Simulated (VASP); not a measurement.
BeAl3:

```
Be Al
1.0
    -1.94219    1.94219    3.85189
     1.94219   -1.94219    3.85189
     1.94219    1.94219   -3.85189
Be Al
1 3
Direct
  0.00000 0.00000 0.00000
  0.75000 0.25000 0.50000
  0.25000 0.75000 0.50000
  0.50000 0.50000 0.00000
```

Base run:

```yaml
Program: VASP 6.6.1
Functional: r2SCAN
Potentials_or_basis: VASP PAW PBE potentials, release 64 (Be, Al)
Cutoff: 520 eV
k_mesh: 9 × 9 × 9
Occupations: fermi-dirac, width 0.05 eV
Spin: no spin polarisation
```

Its results: pressure -1.7 GPa.

The run is repeated on the same cell with these changes: functional from r2SCAN to RPBE. What comes out?

Pressure 2.3 GPa.

Caveats: the PAW data sets were made with another functional, which shifts forces and pressure a little.
